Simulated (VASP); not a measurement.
Input of a VASP 6.6.1 run:

Contents of POSCAR:

```
GaN
1.0
    3.1614683933      0.0000000001      0.0000000000
   -1.5807341967      2.7379119418      0.0000000000
    0.0000000000      0.0000000000      5.1496505662
Ga N
2 2
Direct
    0.3333333333      0.6666666667     -0.0008277438
    0.6666666667      0.3333333333      0.4991722562
    0.3333333333      0.6666666667      0.3758277438
    0.6666666667      0.3333333333      0.8758277438
```

File INCAR.step1:

```
ALGO = Normal
EDIFF = 1E-4
ENCUT = 600
GGA = PE
ISMEAR = 0
LASPH = True
LCHARG = False
LREAL = False
LWAVE = True
NELM = 80
PREC = Accurate
SIGMA = 0.05
```

The input INCAR.step2:

```
ALGO = Normal
EDIFF = 1E-7
EDIFFG = -0.01
ENCUT = 600
IBRION = 2
ISIF = 4
ISMEAR = 0
ISTART = 1
LASPH = True
LCHARG = False
LMIXTAU = True
LREAL = False
LWAVE = False
METAGGA = R2SCAN
NELM = 80
NSW = 60
PREC = Accurate
SIGMA = 0.05
```

Contents of KPOINTS:

```
k-points
0
Gamma
  8 8 6
```

Potentials or basis: VASP PAW PBE potentials, release 64 (Ga_d, N).

The run is started by

```bash
$ cat potpaw_PBE.64/Ga_d/POTCAR potpaw_PBE.64/N/POTCAR > POTCAR
$ cp INCAR.step1 INCAR
$ mpirun -np 1 vasp_std > vasp.out
$ cp INCAR.step2 INCAR
$ mpirun -np 1 vasp_std > vasp.out
```

Problem. What does it give for the band gap on the k mesh?

Solution. 2.48 eV, direct.

Final structure:
```yaml
crystal:
  lattice:
    - [3.16147, 0.00000, 0.00000]
    - [-1.58073, 2.73791, 0.00000]
    - [0.00000, 0.00000, 5.14965]
  atoms:
    - { symbol: Ga, position: [0.33333, 0.66667, 0.99917] }
    - { symbol: Ga, position: [0.66667, 0.33333, 0.49917] }
    - { symbol: N, position: [0.33333, 0.66667, 0.37583] }
    - { symbol: N, position: [0.66667, 0.33333, 0.87583] }
```

Caveat: the relaxation stopped at its first step, so nothing moved.
